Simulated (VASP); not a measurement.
# SiW6 in VASP: a series of runs

SiW6 is run at these levels: PBE+D3(BJ); tasks: single point.

All numbers are computed with VASP 6.6.1; they aren't measurements. Logs are shortened: lines on timing, memory, paths and dates and some standing lists are left out, and cuts for length are marked.

## Step 1: The cell of the first run

The cell holds a slab with vacuum, 7 atoms: a = 4.468 Å, b = 4.468 Å, c = 21.726 Å, α = 90.00°, β = 90.00°, γ = 120.00°.

## Step 2: Single point, PBE+D3(BJ)

The input, INCAR:

```
SYSTEM = SiW6
ALGO = Normal ; DIPOL = 0.5 0.5 0.318
EDIFF = 1E-7 ; ENCUT = 520
GGA = PE ; IDIPOL = 3
ISIF = 2 ; ISMEAR = 0
IVDW = 12 ; LASPH = .TRUE.
LCHARG = .FALSE. ; LDIPOL = .TRUE.
LREAL = .FALSE. ; LWAVE = .FALSE.
NBANDS = 53 ; NELM = 100
PREC = Accurate ; SIGMA = 0.1
```

The input, KPOINTS:

```
k-points
0
G
  6 6 1
  0 0 0
```

The input, POSCAR:

```
SiW6
1.0
    4.4682526324      0.0000000000      0.0000000000
   -2.2341263162      3.8696202902      0.0000000000
    0.0000000000      0.0000000000     21.7259061349
W Si
6 1
Direct
    0.6666666667      0.3333333333      0.1841119986
    0.3333333333      0.6666666667      0.2260931360
    0.0000000000      0.0000000000      0.2680742733
    0.6666666667      0.3333333333      0.3070897866
    0.3333333333      0.6666666667      0.3466976876
    0.0000000000      0.0000000000      0.3832248047
    0.2222222222      0.6666666667      0.5121032037
```

Potentials or basis: VASP PAW PBE potentials, release 64 (W_sv, Si).

Started as:

```
> cat potpaw_PBE.64/W_sv/POTCAR potpaw_PBE.64/Si/POTCAR > POTCAR
> mpirun -np 1 vasp_std > vasp.out
```

OUTCAR:

```text
SYSTEM = SiW6
   EDIFF = 1E-7
   ENCUT = 520
   GGA = PE
   ISIF = 2
   ISMEAR = 0
   IVDW = 12
   LASPH = .TRUE.
   LREAL = .FALSE.
   NELM = 100
   PREC = Accurate
 IVDW          = 12

 ion  position               nearest neighbor table
   1  0.667  0.333  0.184-   4 2.67   2 2.74   2 2.74   2 2.74   3 3.16   3 3.16   3 3.16
   2  0.333  0.667  0.226-   5 2.62   3 2.74   3 2.74   3 2.74   1 2.74   1 2.74   1 2.74   4 3.12
                             4 3.12   4 3.12
   3  0.000  0.000  0.268-   6 2.50   4 2.72   4 2.72   4 2.72   2 2.74   2 2.74   2 2.74   5 3.09
                             5 3.09   5 3.09   1 3.16   1 3.16   1 3.16
   4  0.667  0.333  0.307-   1 2.67   3 2.72   3 2.72   3 2.72   5 2.72   5 2.72   5 2.72   6 3.06
                             6 3.06   6 3.06   2 3.12   2 3.12   2 3.12
   5  0.333  0.667  0.347-   2 2.62   6 2.70   6 2.70   6 2.70   4 2.72   4 2.72   4 2.72   3 3.09
                             3 3.09   3 3.09
   6  0.000  0.000  0.383-   3 2.50   5 2.70   5 2.70   5 2.70   4 3.06   4 3.06   4 3.06
   7  0.222  0.667  0.512-

  LATTYP: Found a hexagonal cell.
 ALAT       =     4.4682526324
 C/A-ratio  =     4.8622824004

  Lattice vectors:

 A1 = (   4.4682526324,   0.0000000000,   0.0000000000)
 A2 = (  -2.2341263162,   3.8696202902,   0.0000000000)
 A3 = (   0.0000000000,   0.0000000000,  21.7259061349)

Analysis of symmetry for initial positions (statically):
=====================================================================
 Subroutine PRICEL returns:
 Original cell was already a primitive cell.

 Routine SETGRP: Setting up the symmetry group for a
 hexagonal supercell.

 Subroutine GETGRP returns: Found  1 space group operations
 (whereof  1 operations were pure point group operations)
 out of a pool of 24 trial point group operations.

The static configuration has the point symmetry C_1 .

Analysis of symmetry for dynamics (positions and initial velocities):
=====================================================================
 Subroutine PRICEL returns:
 Original cell was already a primitive cell.

 Routine SETGRP: Setting up the symmetry group for a
 hexagonal supercell.

 Subroutine GETGRP returns: Found  1 space group operations
 (whereof  1 operations were pure point group operations)
 out of a pool of 24 trial point group operations.

The dynamic configuration has the point symmetry C_1 .

 Subroutine INISYM returns: Found  1 space group operations
 (whereof  1 operations are pure point group operations),
 and found     1 'primitive' translations

----------------------------------------------------------------------------------------

                                     Primitive cell

  volume of cell :     375.6505

  direct lattice vectors                    reciprocal lattice vectors
     4.468252632  0.000000000  0.000000000     0.223801133  0.129211644  0.000000000
    -2.234126316  3.869620290  0.000000000     0.000000000  0.258423288  0.000000000
     0.000000000  0.000000000 21.725906135     0.000000000  0.000000000  0.046028000

  length of vectors
     4.468252632  4.468252632 21.725906135     0.258423288  0.258423288  0.046028000

  position of ions in fractional coordinates (direct lattice)
     0.666666667  0.333333333  0.184111999
     0.333333333  0.666666667  0.226093136
     0.000000000  0.000000000  0.268074273
     0.666666667  0.333333333  0.307089787
     0.333333333  0.666666667  0.346697688
     0.000000000  0.000000000  0.383224805
     0.222222222  0.666666667  0.512103204

  ion indices of the primitive-cell ions
   primitive index   ion index
                 1           1
                 2           2
                 3           3
                 4           4
                 5           5
                 6           6
                 7           7

----------------------------------------------------------------------------------------

 KPOINTS: k-points

Automatic generation of k-mesh.
 Grid dimensions read from file:
 generate k-points for:    6    6    1

 Generating k-lattice:

  Cartesian coordinates                     Fractional coordinates (reciprocal lattice)
     0.037300189  0.021535274  0.000000000     0.166666667  0.000000000  0.000000000
     0.000000000  0.043070548  0.000000000     0.000000000  0.166666667  0.000000000
     0.000000000  0.000000000  0.046028000     0.000000000  0.000000000  1.000000000

  Length of vectors
     0.043070548  0.043070548  0.046028000

  Shift w.r.t. Gamma in fractional coordinates (k-lattice)
     0.000000000  0.000000000  0.000000000

 Subroutine IBZKPT returns following result:
 ===========================================

 Found     20 irreducible k-points:

 Following reciprocal coordinates:
            Coordinates               Weight
  0.000000  0.000000  0.000000      1.000000
  0.166667 -0.000000  0.000000      2.000000
  0.000000  0.166667  0.000000      2.000000
 -0.166667  0.166667  0.000000      2.000000
  0.333333 -0.000000  0.000000      2.000000
  0.000000  0.333333  0.000000      2.000000
[... 12 lines left out ...]
  0.500000 -0.166667  0.000000      2.000000
  0.333333  0.333333  0.000000      2.000000
   k-points           NKPTS =     20   k-points in BZ     NKDIM =     20   number of bands    NBANDS=     53
   number of dos      NEDOS =    301   number of ions     NIONS =      7
   total plane-waves  NPLWV = 209952
   dimension x,y,z NGX =    36 NGY =   36 NGZ =  162
   dimension x,y,z NGXF=    72 NGYF=   72 NGZF=  324
   ions per type =               6   1
   NGX,Y,Z   is equivalent  to a cutoff of  13.39, 13.39, 12.40 a.u.
   NGXF,Y,Z  is equivalent  to a cutoff of  26.79, 26.79, 24.79 a.u.
 SYSTEM =  SiW6
   PREC   = accura    normal or accurate (medium, high low for compatibility)
   ISTART =      0    job   : 0-new  1-cont  2-samecut
   ICHARG =      2    charge: 1-file 2-atom 10-const
   ISPIN  =      1    spin polarized calculation?
   LNONCOLLINEAR =      F non collinear calculations
   LSORBIT =      F    spin-orbit coupling
   LASPH  =      T    aspherical Exc in radial PAW
   ENCUT  =  520.0 eV  38.22 Ry    6.18 a.u.   8.31  8.31 40.40*2*pi/ulx,y,z
   NELM   =    100;   NELMIN=  2; NELMDL= -5     # of ELM steps
   EDIFF  = 0.1E-06   stopping-criterion for ELM
   LREAL  =      F    real-space projection
   EDIFFG = 0.1E-05   stopping-criterion for IOM
   NSW    =      0    number of steps for IOM
   IBRION =     -1    ionic relax: 0-MD 1-quasi-New 2-CG
   NFREE  =      0    steps in history (QN), initial steepest desc. (CG)
   ISIF   =      2    stress and relaxation
   ISYM   =      2    0-nonsym 1-usesym 2-fastsym
   POTIM  = 0.5000    time-step for ionic-motion
   TEBEG  =    0.0;   TEEND  =   0.0 temperature during run
   PSTRESS=    0.0 pullay stress
   NELECT =      88.0000    total number of electrons
   NUPDOWN=      -1.0000    fix difference up-down
   EMIN   =  10.00;   EMAX   =-10.00  energy-range for DOS
   EFERMI =   0.00;   METHOD = LEGACY
   ISMEAR =     0;   SIGMA  =   0.10  broadening in eV -4-tet -1-fermi 0-gaus
   EFERMI_NEDOS =   21; number of points for ismear=-14 and -15
   IALGO  =     38    algorithm
   IMIX   =      4    mixing-type and parameters
     AMIX     =   0.40;   BMIX     =  1.00
     AMIX_MAG =   1.60;   BMIX_MAG =  1.00
  volume/ion in A,a.u.               =      53.66       362.14
  Fermi-wavevector in a.u.,A,eV,Ry     =   1.009193  1.907099 13.857143  1.018471
  Thomas-Fermi vector in A             =   2.142107
   LORBIT       =      0    0 simple, 1 ext, 2 COOP (PROOUT), +10 PAW based schemes
   GGA     = PE    functional components
   LHFCALC =     F    Hartree Fock is set to
   AEXX    =    0.0000 exact exchange contribution
   IVDW    =    12    specifies the selected vdW correction
   LEPSILON=     F    determine dielectric tensor
   LRPA    =     F    only Hartree local field effects (RPA)
 non-spin polarized calculation
 Gauss-broadening in eV      SIGMA  =   0.10
  energy-cutoff  :      520.00
  volume of cell :      375.65
 maximum number of plane-waves:     10145
 NGX is ok and might be reduce to    36
   NGX = 17   NGY = 17   NGZ = 81

 dipolmoment           0.000000      0.000000     -0.408179 electrons x Angstroem

 number of electron      88.0000002 magnetization

 dipolmoment           0.000000      0.000000      0.066121 electrons x Angstroem

 Free energy of the ion-electron system (eV)
  ---------------------------------------------------
  ext. energy  EPLUGINS =         0.00000000
  ---------------------------------------------------
  free energy    TOTEN  =       -72.68054950 eV

  energy without entropy =      -72.63914435  energy(sigma->0) =      -72.65984692

 E-fermi :   0.2770     XC(G=0):  -5.3432

 val. band max:        0.2671128514   @ k =   0.1667   0.3333   0.0000
 cond. band min:       0.2787516330   @ k =  -0.1667   0.5000   0.0000
 fundamental gap:      0.0116387816
 Fermi energy:         0.2769984275

 k-point     1 :       0.0000    0.0000    0.0000
  band No.  band energies     occupation
      1     -73.7281      2.00000
      2     -73.6076      2.00000
      3     -73.5877      2.00000
      4     -73.5467      2.00000
      5     -73.4401      2.00000
      6     -73.3636      2.00000
[... 45 lines left out ...]
     52       2.7306      0.00000
     53       2.7861      0.00000

 k-point     2 :       0.1667   -0.0000    0.0000
  band No.  band energies     occupation
      1     -73.7193      2.00000
      2     -73.6126      2.00000
      3     -73.5856      2.00000
      4     -73.5434      2.00000
      5     -73.4460      2.00000
      6     -73.3674      2.00000
[... 45 lines left out ...]
     52       2.6145      0.00000
     53       2.6890      0.00000
[... 950 lines left out ...]
     52       2.2249      0.00000
     53       2.3893      0.00000

 k-point    20 :       0.3333    0.3333    0.0000
  band No.  band energies     occupation
      1     -73.6764      2.00000
      2     -73.6395      2.00000
      3     -73.5783      2.00000
      4     -73.5265      2.00000
      5     -73.4727      2.00000
      6     -73.3818      2.00000
[... 45 lines left out ...]
     52       1.8614      0.00000
     53       2.0858      0.00000

------------------------ aborting loop because EDIFF is reached ----------------------------------------

 vacuum level on the upper side and lower side of the slab       (xc-potential included)         0.205        -0.442

 Edisp (eV)   -2.84058

 E8    (eV) :    -1.4889

  FORCE on cell =-STRESS in cart. coord.  units (eV):
  Direction    XX          YY          ZZ          XY          YZ          ZX
  --------------------------------------------------------------------------------------
  -------------------------------------------------------------------------------------
  Total      -8.74064    -8.68786    -8.06465     0.24546     0.14775     0.20051
  in kB     -37.27949   -37.05435   -34.39632     1.04689     0.63018     0.85519
  external pressure =      -36.24 kB  Pullay stress =        0.00 kB

 VOLUME and BASIS-vectors are now :
 -----------------------------------------------------------------------------
  energy-cutoff  :      520.00
  volume of cell :      375.65
      direct lattice vectors                 reciprocal lattice vectors
     4.468252632  0.000000000  0.000000000     0.223801133  0.129211644  0.000000000
    -2.234126316  3.869620290  0.000000000     0.000000000  0.258423288  0.000000000
     0.000000000  0.000000000 21.725906135     0.000000000  0.000000000  0.046028000

 POSITION                                       TOTAL-FORCE (eV/Angst)
 -----------------------------------------------------------------------------------
      2.23413      1.28987      4.00000         0.040713      0.004971      2.098781
     -0.00000      2.57975      4.91208        -0.014354     -0.000942     -0.866928
      0.00000      0.00000      5.82416         0.003397     -0.014534     -1.579915
      2.23413      1.28987      6.67180        -0.117863      0.015215     -0.217167
     -0.00000      2.57975      7.53232        -0.171715      0.027153      1.025100
      0.00000      0.00000      8.32591         0.257989     -0.094852      1.449294
     -0.49647      2.57975     11.12591         0.001832      0.062989     -1.909164
 -----------------------------------------------------------------------------------
    total drift:                                0.000081     -0.000012      0.000072

  FREE ENERGIE OF THE ION-ELECTRON SYSTEM (eV)
  ---------------------------------------------------
  free  energy   TOTEN  =       -75.5211278727 eV

  energy  without entropy=      -75.4797227257  energy(sigma->0) =      -75.50042530

 vacuum level on the upper side and lower side of the slab         4.801         4.135
```

Wall time 12 min (1 thread of AMD EPYC 9R45 (Zen 5), shared host); peak memory 0.61 GiB.

Results:

```
Free energy                : -75.5211 eV
Largest force              : 2.099 eV/Å
Band gap on the k mesh     : zero (band 44 reaches 0.41 eV, above the bottom of band 45 at -0.02 eV)
Dispersion energy per atom : -0.406 eV
```

Forces in eV/Å, atoms in the order of the input:
```
W    0.041  0.005  2.099
W   -0.014 -0.001 -0.867
W    0.003 -0.015 -1.580
W   -0.118  0.015 -0.217
W   -0.172  0.027  1.025
W    0.258 -0.095  1.449
Si   0.002  0.063 -1.909
```

Levels at points of the mesh, in eV from the Fermi level:
| k point | band 42 | band 43 | band 44 | band 45 | band 46 | band 47 |
| --- | --- | --- | --- | --- | --- | --- |
| (0.00, 0.00, 0.00) | -1.06 | -0.91 | -0.45 | 0.99 | 1.20 | 1.60 |
| (0.50, 0.00, 0.00) | -0.62 | -0.31 | 0.13 | 0.18 | 0.28 | 0.79 |
| (0.00, 0.50, 0.00) | -0.67 | -0.36 | 0.08 | 0.18 | 0.28 | 0.83 |
| (0.50, 0.50, 0.00) | -0.70 | -0.36 | 0.03 | 0.17 | 0.28 | 0.83 |

Caveat: spin-orbit coupling is left out, which moves the levels of the heavy elements.

## Step 3: Single point, PBE+D3(BJ)

The input, INCAR:

```
SYSTEM = SiW6
ALGO     = Normal         ! electronic algorithm
DIPOL    = 0.5 0.5 0.318
EDIFF    = 1E-6           ! SCF threshold, eV
ENCUT    = 520            ! plane-wave cutoff, eV
GGA      = PE             ! functional
IDIPOL   = 3            
ISIF     = 2              ! what is computed and relaxed
ISMEAR   = 0              ! smearing method
IVDW     = 12             ! dispersion correction
LASPH    = .TRUE.         ! aspherical terms in the spheres
LCHARG   = .TRUE.         ! write CHGCAR
LDIPOL   = .TRUE.       
LELF     = .TRUE.         ! ELF
LREAL    = .FALSE.        ! projectors in reciprocal space
LVACPOTAV= .TRUE.       
LVHAR    = .TRUE.       
LWAVE    = .FALSE.        ! write WAVECAR
NBANDS   = 53             ! bands
NELM     = 100            ! most SCF steps
PREC     = Accurate       ! precision mode
SIGMA    = 0.1            ! smearing width, eV
```

KPOINTS is that of step 2.

Edit POSCAR of step 2 so:

```diff
@@ -14,2 +14,2 @@
     0.0000000000      0.0000000000      0.3832248047
-    0.2222222222      0.6666666667      0.5121032037
+    0.6666666667      0.2222222222      0.5121032037
```

Potentials or basis: VASP PAW PBE potentials, release 64 (W_sv, Si).

Started as:

```
> cat potpaw_PBE.64/W_sv/POTCAR potpaw_PBE.64/Si/POTCAR > POTCAR
> mpirun -np 1 vasp_std > vasp.out
```

Wall time 12 min (1 thread of AMD EPYC 9R45 (Zen 5), shared host); peak memory 0.65 GiB.

The run converged. Its results:

```yaml
Free_energy: -75.2455 eV
Largest_force: 1.992 eV/Å
Band_gap_on_the_k_mesh: zero (filled and empty bands touch)
Dispersion_energy_per_atom: -0.407 eV
```

Forces on the atoms (eV/Å):
```
W    0.015 -0.045  1.991
W    0.015 -0.004 -0.598
W   -0.062  0.051 -1.799
W   -0.001  0.067  0.166
W    0.044  0.004  0.610
W   -0.172  0.106  1.382
Si   0.162 -0.180 -1.753
```

Levels at points of the mesh, in eV from the Fermi level:
```
           k point  band 41  band 42  band 43  band 44  band 45  band 46  band 47  band 48
(0.00, 0.00, 0.00)    -1.09    -1.07    -0.91    -0.46     0.83     1.13     1.55     1.61
(0.50, 0.00, 0.00)    -1.11    -0.74    -0.19    -0.06     0.17     0.29     0.76     0.96
(0.00, 0.50, 0.00)    -1.04    -0.70    -0.10    -0.02     0.15     0.29     0.68     0.86
(0.50, 0.50, 0.00)    -1.16    -0.76    -0.26     0.00     0.16     0.27     0.75     0.98
```

Caveat: spin-orbit coupling is left out, which moves the levels of the heavy elements.

## Step 4: Single point, PBE+D3(BJ)

The input, INCAR:

```
SYSTEM = SiW6
  PREC = Accurate
  ENCUT = 520
  EDIFF = 1E-6
  ISMEAR = 0
  SIGMA = 0.1
  LREAL = .FALSE.
  LASPH = .TRUE.
  NELM = 60
  ALGO = Normal
  ISIF = 2
  LWAVE = .FALSE.
  LCHARG = .TRUE.
  LDIPOL = .TRUE.
  IDIPOL = 3
  DIPOL = 0.5 0.5 0.318
  GGA = PE
  IVDW = 12
  LELF = .TRUE.
  LVHAR = .TRUE.
  LVACPOTAV = .TRUE.
  NBANDS = 53
```

The input, KPOINTS:

```
regular mesh
0
G
  6 6 1
  0 0 0
```

Edit POSCAR of step 3 so:

```diff
@@ -14,2 +14,2 @@
     0.0000000000      0.0000000000      0.3832248047
-    0.6666666667      0.2222222222      0.5121032037
+    0.2222222222      0.8888888889      0.5121032037
```

Started as:

```
> cat potpaw_PBE.64/W_sv/POTCAR potpaw_PBE.64/Si/POTCAR > POTCAR
> mpirun -np 1 vasp_std > vasp.out
```

Wall time 11 min (1 thread of AMD EPYC 9R45 (Zen 5), shared host); peak memory 0.64 GiB.

Results (log left out):

- Free energy: -75.6134 eV
- Largest force: 2.101 eV/Å
- Band gap on the k mesh: zero (band 44 reaches 0.41 eV, above the bottom of band 45 at -0.00 eV)
- Dispersion energy per atom: -0.404 eV

Forces on the atoms (eV/Å):
```
W    0.070 -0.056  2.099
W   -0.049  0.012 -0.722
W    0.092 -0.020 -1.938
W   -0.179  0.133 -0.192
W   -0.291  0.163  0.774
W    0.490 -0.224  1.958
Si  -0.133 -0.008 -1.979
```

Levels at points of the mesh, in eV from the Fermi level:
| k point | band 40 | band 41 | band 42 | band 43 | band 44 | band 45 | band 46 | band 47 | band 48 | band 49 |
| --- | --- | --- | --- | --- | --- | --- | --- | --- | --- | --- |
| (0.00, 0.00, 0.00) | -1.23 | -1.12 | -1.08 | -1.03 | -0.45 | 0.80 | 1.36 | 1.52 | 1.61 | 1.63 |
| (0.50, 0.00, 0.00) | -1.35 | -0.94 | -0.72 | -0.33 | 0.10 | 0.23 | 0.30 | 0.68 | 0.98 | 1.25 |
| (0.00, 0.50, 0.00) | -1.35 | -0.93 | -0.69 | -0.28 | 0.12 | 0.27 | 0.32 | 0.57 | 1.08 | 1.15 |
| (0.50, 0.50, 0.00) | -1.34 | -1.17 | -0.74 | -0.27 | -0.05 | 0.16 | 0.28 | 0.75 | 1.19 | 1.40 |

Caveat: spin-orbit coupling is left out, which moves the levels of the heavy elements.
